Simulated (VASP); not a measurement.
# CdF2 (fluorite type) (R3m) in VASP: further runs

Runs on CdF2 (fluorite type). Level: PBE. Tasks: electric field gradients.

All numbers are computed with VASP 6.6.1; they aren't measurements. Logs are shortened: lines on timing, memory, paths and dates and some standing lists are left out, and cuts for length are marked.

### 1 The cell of the first run

It takes space group R3m (No. 160, trigonal). The conventional cell has a = 3.876 Å, b = 3.876 Å, c = 9.494 Å, α = 90.00°, β = 90.00°, γ = 120.00°. Within 2.9 Å of Cd (site symmetry 3m) lie 8 F at 2.17 to 2.57 Å. F (site symmetry 3m) has 4 Cd at 2.17 to 2.45 Å and 6 F at 2.74 Å within 2.9 Å. F (site symmetry 3m) has 4 Cd at 2.31 to 2.57 Å and 6 F at 2.74 Å within 3.1 Å.

### 2 Electric field gradients, PBE (atom 1 (Cd) moved by [0.11547, 0.11547, 0.11547] A)

Contents of INCAR:

```
  PREC = Accurate
  ENCUT = 520
  EDIFF = 1E-8
  ISMEAR = -1
  SIGMA = 0.05
  LREAL = F
  LASPH = T
  NELM = 100
  ALGO = Normal
  ISIF = 2
  LWAVE = F
  LCHARG = F
  GGA = PE
  LEFG = T
  NBANDS = 20
```

Contents of KPOINTS:

```
regular mesh
0
Gamma
  11 11 11
```

Contents of POSCAR:

```
CdF2
1.0
    0.0000000000      2.7407197206      2.7407197206
    2.7407197206      0.0000000000      2.7407197206
    2.7407197206      2.7407197206      0.0000000000
Cd F
1 2
Direct
    0.0210656345      0.0210656345      0.0210656345
    0.2500000000      0.2500000000      0.2500000000
    0.7500000000      0.7500000000      0.7500000000
```

Potentials or basis: VASP PAW PBE potentials, release 64 (Cd, F).

Run with:

```sh
> cat potpaw_PBE.64/Cd/POTCAR potpaw_PBE.64/F/POTCAR > POTCAR
> mpirun -np 1 vasp_std > vasp.out
```

OUTCAR:

```text
PREC = Accurate
   ENCUT = 520
   EDIFF = 1E-8
   ISMEAR = -1
   LREAL = F
   LASPH = T
   NELM = 100
   ISIF = 2
   GGA = PE

 ion  position               nearest neighbor table
   1  0.021  0.021  0.021-   2 2.17   3 2.31   3 2.31   3 2.31   2 2.45   2 2.45   2 2.45   3 2.57

   2  0.250  0.250  0.250-   1 2.17   1 2.45   1 2.45   1 2.45
   3  0.750  0.750  0.750-   1 2.31   1 2.31   1 2.31   1 2.57

  LATTYP: Found a face centered cubic cell.
 ALAT       =     5.4814394412

  Lattice vectors:

 A1 = (   0.0000000000,   2.7407197206,   2.7407197206)
 A2 = (   2.7407197206,   0.0000000000,   2.7407197206)
 A3 = (   2.7407197206,   2.7407197206,   0.0000000000)

Analysis of symmetry for initial positions (statically):
=====================================================================
 Subroutine PRICEL returns:
 Original cell was already a primitive cell.

 Routine SETGRP: Setting up the symmetry group for a
 face centered cubic supercell.

 Subroutine GETGRP returns: Found  6 space group operations
 (whereof  6 operations were pure point group operations)
 out of a pool of 48 trial point group operations.

The static configuration has the point symmetry C_3v.

Analysis of symmetry for dynamics (positions and initial velocities):
=====================================================================
 Subroutine PRICEL returns:
 Original cell was already a primitive cell.

 Routine SETGRP: Setting up the symmetry group for a
 face centered cubic supercell.

 Subroutine GETGRP returns: Found  6 space group operations
 (whereof  6 operations were pure point group operations)
 out of a pool of 48 trial point group operations.

The dynamic configuration has the point symmetry C_3v.

 Subroutine INISYM returns: Found  6 space group operations
 (whereof  6 operations are pure point group operations),
 and found     1 'primitive' translations

----------------------------------------------------------------------------------------

                                     Primitive cell

  volume of cell :      41.1741

  direct lattice vectors                    reciprocal lattice vectors
[... 120 lines left out ...]
 non-spin polarized calculation
  energy-cutoff  :      520.00
  volume of cell :       41.17
 maximum number of plane-waves:      1129
 NGX is ok and might be reduce to    30
   NGX = 15   NGY = 15   NGZ = 15

 number of electron      25.9999989 magnetization

 Free energy of the ion-electron system (eV)
  ---------------------------------------------------
  ext. energy  EPLUGINS =         0.00000000
  ---------------------------------------------------
  free energy    TOTEN  =       -10.80885473 eV

  energy without entropy =      -10.80885473  energy(sigma->0) =      -10.80885473

 E-fermi :  -0.6219     XC(G=0): -10.1245

 val. band max:       -1.7221633803   @ k =  -0.2727   0.4545   0.1818
 cond. band min:       1.2238954743   @ k =   0.0000   0.0000   0.0000
 fundamental gap:      2.9460588547
 Fermi energy:        -0.6219279121

 k-point     1 :       0.0000    0.0000    0.0000
  band No.  band energies     occupation
      1     -22.2501      2.00000
      2     -21.2956      2.00000
      3      -7.1818      2.00000
      4      -7.1679      2.00000
      5      -7.1679      2.00000
      6      -6.1913      2.00000
[... 541 lines left out ...]
     19      16.5131      0.00000
     20      18.1064      0.00000

 [... further k-points ...]
[... 5 lines left out ...]
  --------------------------------------------------------------------------------------
  -------------------------------------------------------------------------------------
  Total        0.6485739      0.6485739      0.6485739      0.3284584      0.3284584      0.3284584
  in kB       25.2374902     25.2374902     25.2374902     12.7810666     12.7810666     12.7810666
  external PRESSURE =      25.2374902 kB  Pullay stress =       0.0000000 kB

 VOLUME and BASIS-vectors are now :
 -----------------------------------------------------------------------------
  energy-cutoff  :      520.00
  volume of cell :       41.17
      direct lattice vectors                 reciprocal lattice vectors
     0.000000000  2.740719721  2.740719721    -0.182433832  0.182433832  0.182433832
     2.740719721  0.000000000  2.740719721     0.182433832 -0.182433832  0.182433832
     2.740719721  2.740719721  0.000000000     0.182433832  0.182433832 -0.182433832

 POSITION                                       TOTAL-FORCE (eV/Angst)
 -----------------------------------------------------------------------------------
      0.11547      0.11547      0.11547        -0.611833     -0.611833     -0.611833
      1.37036      1.37036      1.37036         0.472264      0.472264      0.472264
      4.11108      4.11108      4.11108         0.139569      0.139569      0.139569
 -----------------------------------------------------------------------------------
    total drift:                               -0.000184     -0.000184     -0.000184

  FREE ENERGIE OF THE ION-ELECTRON SYSTEM (eV)
  ---------------------------------------------------
  free  energy   TOTEN  =       -10.8088547343 eV

  energy  without entropy=      -10.8088547342  energy(sigma->0) =      -10.80885473

 Electric field gradients (V/A^2)
---------------------------------------------------------------------
 ion       V_xx      V_yy      V_zz      V_xy      V_xz      V_yz
---------------------------------------------------------------------
   1       0.000     0.000     0.000    -8.704    -8.704    -8.704
   2      -0.000    -0.000     0.000    11.807    11.807    11.807
   3      -0.000    -0.000     0.000   -11.310   -11.310   -11.310
---------------------------------------------------------------------

 Electric field gradients after diagonalization (V/A^2)
 (convention: |V_zz| > |V_xx| > |V_yy|)
----------------------------------------------------------------------
 ion       V_xx      V_yy      V_zz     asymmetry (V_yy - V_xx)/ V_zz
----------------------------------------------------------------------
   1       8.704     8.704   -17.409       0.000
   2     -11.807   -11.807    23.615       0.000
   3      11.310    11.310   -22.620       0.000
----------------------------------------------------------------------

           NMR quadrupolar parameters

 Cq : quadrupolar parameter    Cq=e*Q*V_zz/h
 eta: asymmetry parameters     (V_yy - V_xx)/ V_zz
 Q  : nuclear electric quadrupole moment in mb (millibarn)
----------------------------------------------------------------------
 ion       Cq(MHz)       eta       Q (mb)
----------------------------------------------------------------------
   1      -0.042       0.000       1.000
   2       0.057       0.000       1.000
   3      -0.055       0.000       1.000
----------------------------------------------------------------------
```

OSZICAR:

```text
N       E                     dE             d eps       ncg     rms          rms(c)
DAV:   1     0.198906730382E+03    0.19891E+03   -0.15206E+04  5840   0.131E+03
DAV:   2    -0.375539727692E+01   -0.20266E+03   -0.19433E+03  6368   0.343E+02
DAV:   3    -0.125625754613E+02   -0.88072E+01   -0.87836E+01  6708   0.784E+01
DAV:   4    -0.126008743073E+02   -0.38299E-01   -0.38297E-01  6308   0.535E+00
DAV:   5    -0.126010160914E+02   -0.14178E-03   -0.14178E-03  6644   0.291E-01    0.100E+01
DAV:   6    -0.107763445778E+02    0.18247E+01   -0.41901E+00  7832   0.406E+01    0.721E+00
DAV:   7    -0.108278379588E+02   -0.51493E-01   -0.10150E+00  6092   0.926E+00    0.411E+00
DAV:   8    -0.108196595457E+02    0.81784E-02   -0.17379E-01  6120   0.382E+00    0.777E-01
DAV:   9    -0.108081142007E+02    0.11545E-01   -0.46396E-02  6976   0.258E+00    0.977E-02
DAV:  10    -0.108087171862E+02   -0.60299E-03   -0.34348E-03  6116   0.681E-01    0.132E-01
DAV:  11    -0.108088265970E+02   -0.10941E-03   -0.19326E-04  6424   0.143E-01    0.415E-02
DAV:  12    -0.108088528883E+02   -0.26291E-04   -0.46020E-05  6048   0.573E-02    0.203E-02
DAV:  13    -0.108088548885E+02   -0.20002E-05   -0.94622E-06  6500   0.258E-02    0.523E-03
DAV:  14    -0.108088547065E+02    0.18198E-06   -0.93927E-07  6212   0.123E-02    0.116E-03
DAV:  15    -0.108088547319E+02   -0.25425E-07   -0.10324E-07  6628   0.281E-03    0.455E-04
DAV:  16    -0.108088547343E+02   -0.23397E-08   -0.21390E-09  5036   0.393E-04
   1 F= -.10808855E+02 E0= -.10808855E+02  d E =-.661688E-10
```

It took 68 s on 1 thread of AMD EPYC 9R45 (Zen 5), shared host; peak memory 0.22 GiB.

What came out:

| Item | Value |
| --- | --- |
| Free energy | -10.8089 eV |
| Pressure | 2.5 GPa |
| Largest force | 1.060 eV/Å |
| Band gap on the k mesh | 2.95 eV (least direct gap 3.48 eV) |
| Largest electric field gradient by atom | Cd -17.4; F +23.6, -22.6 V/Å² |

Forces in eV/Å, atoms in the order of the input:
```
Cd  -0.612 -0.612 -0.612
F    0.472  0.472  0.472
F    0.140  0.140  0.140
```

Stress tensor (GPa, compression positive):
```
2.52 1.28 1.28
1.28 2.52 1.28
1.28 1.28 2.52
```

Electric field gradients, principal values (V/Å²):
```csv
atom,least,middle,greatest (by size)
1 Cd,8.704,8.704,-17.409
2 F,-11.807,-11.807,23.615
3 F,11.310,11.310,-22.620
```

Caveat: the cell differs from its parent crystal (atom 1 (Cd) moved by [0.11547, 0.11547, 0.11547] A); without QUAD_EFG the Cq values of the log hold for a quadrupole moment of 1 mb, not for the nuclei; forces of over 1 eV/Å act on the atoms, so gaps and moduli don't describe the material at rest. A k mesh can miss the band edges.

### 3 Electric field gradients, PBE

Contents of INCAR:

```
SYSTEM = CdF2
ALGO = Normal ; EDIFF = 1E-8
ENCUT = 520 ; GGA = PE
ISIF = 2 ; ISMEAR = -1
LASPH = .True. ; LCHARG = .False.
LEFG = .True. ; LREAL = .False.
LWAVE = .False. ; NBANDS = 20
NELM = 80 ; PREC = Accurate
SIGMA = 0.05
```

Contents of KPOINTS:

```
k-points
0
Gamma
  11 11 11
  0 0 0
```

POSCAR is that of step 2.

Potentials or basis: VASP PAW PBE potentials, release 64 (Cd, F).

Run with:

```sh
> cat potpaw_PBE.64/Cd/POTCAR potpaw_PBE.64/F/POTCAR > POTCAR
> mpirun -np 1 vasp_std > vasp.out
```

OUTCAR:

```text
SYSTEM = CdF2
   EDIFF = 1E-8
   ENCUT = 520
   GGA = PE
   ISIF = 2
   ISMEAR = -1
   LASPH = .True.
   LREAL = .False.
   NELM = 80
   PREC = Accurate

 ion  position               nearest neighbor table
   1  0.021  0.021  0.021-   2 2.17   3 2.31   3 2.31   3 2.31   2 2.45   2 2.45   2 2.45   3 2.57

   2  0.250  0.250  0.250-   1 2.17   1 2.45   1 2.45   1 2.45
   3  0.750  0.750  0.750-   1 2.31   1 2.31   1 2.31   1 2.57

  LATTYP: Found a face centered cubic cell.
 ALAT       =     5.4814394412

  Lattice vectors:

 A1 = (   0.0000000000,   2.7407197206,   2.7407197206)
 A2 = (   2.7407197206,   0.0000000000,   2.7407197206)
 A3 = (   2.7407197206,   2.7407197206,   0.0000000000)

Analysis of symmetry for initial positions (statically):
[... 750 lines left out ...]
      direct lattice vectors                 reciprocal lattice vectors
     0.000000000  2.740719721  2.740719721    -0.182433832  0.182433832  0.182433832
     2.740719721  0.000000000  2.740719721     0.182433832 -0.182433832  0.182433832
     2.740719721  2.740719721  0.000000000     0.182433832  0.182433832 -0.182433832

 POSITION                                       TOTAL-FORCE (eV/Angst)
 -----------------------------------------------------------------------------------
      0.11547      0.11547      0.11547        -0.611833     -0.611833     -0.611833
      1.37036      1.37036      1.37036         0.472264      0.472264      0.472264
      4.11108      4.11108      4.11108         0.139569      0.139569      0.139569
 -----------------------------------------------------------------------------------
    total drift:                               -0.000184     -0.000184     -0.000184

  FREE ENERGIE OF THE ION-ELECTRON SYSTEM (eV)
  ---------------------------------------------------
  free  energy   TOTEN  =       -10.8088547343 eV

  energy  without entropy=      -10.8088547342  energy(sigma->0) =      -10.80885473

 Electric field gradients (V/A^2)
---------------------------------------------------------------------
 ion       V_xx      V_yy      V_zz      V_xy      V_xz      V_yz
---------------------------------------------------------------------
   1       0.000     0.000     0.000    -8.704    -8.704    -8.704
   2      -0.000    -0.000     0.000    11.807    11.807    11.807
   3      -0.000    -0.000     0.000   -11.310   -11.310   -11.310
---------------------------------------------------------------------

 Electric field gradients after diagonalization (V/A^2)
 (convention: |V_zz| > |V_xx| > |V_yy|)
----------------------------------------------------------------------
 ion       V_xx      V_yy      V_zz     asymmetry (V_yy - V_xx)/ V_zz
----------------------------------------------------------------------
   1       8.704     8.704   -17.409       0.000
   2     -11.807   -11.807    23.615       0.000
   3      11.310    11.310   -22.620       0.000
----------------------------------------------------------------------

           NMR quadrupolar parameters

 Cq : quadrupolar parameter    Cq=e*Q*V_zz/h
 eta: asymmetry parameters     (V_yy - V_xx)/ V_zz
 Q  : nuclear electric quadrupole moment in mb (millibarn)
----------------------------------------------------------------------
 ion       Cq(MHz)       eta       Q (mb)
----------------------------------------------------------------------
   1      -0.042       0.000       1.000
   2       0.057       0.000       1.000
   3      -0.055       0.000       1.000
----------------------------------------------------------------------
```

Wall time 71 s (1 thread of AMD EPYC 9R45 (Zen 5), shared host); peak memory 0.22 GiB.

What came out:

* Free energy: -10.8089 eV
* Pressure: 2.5 GPa
* Largest force: 1.060 eV/Å
* Band gap on the k mesh: 2.95 eV (least direct gap 3.48 eV)
* Largest electric field gradient by atom: Cd -17.4; F +23.6, -22.6 V/Å²

Forces in eV/Å, atoms in the order of the input:
```
Cd  -0.612 -0.612 -0.612
F    0.472  0.472  0.472
F    0.140  0.140  0.140
```

Levels at points of the mesh, in eV from the valence-band top:
| k point | band 10 | band 11 | band 12 | band 13 | band 14 | band 15 | band 16 | band 17 |
| --- | --- | --- | --- | --- | --- | --- | --- | --- |
| (0.00, 0.00, 0.00) | -0.76 | -0.54 | -0.53 | -0.53 | 2.95 | 12.52 | 12.52 | 12.71 |

Electric field gradients, principal values (V/Å²):
```csv
atom,least,middle,greatest (by size)
1 Cd,8.704,8.704,-17.409
2 F,-11.807,-11.807,23.615
3 F,11.310,11.310,-22.620
```

Caveat: without QUAD_EFG the Cq values of the log hold for a quadrupole moment of 1 mb, not for the nuclei; forces of over 1 eV/Å act on the atoms, so gaps and moduli don't describe the material at rest.
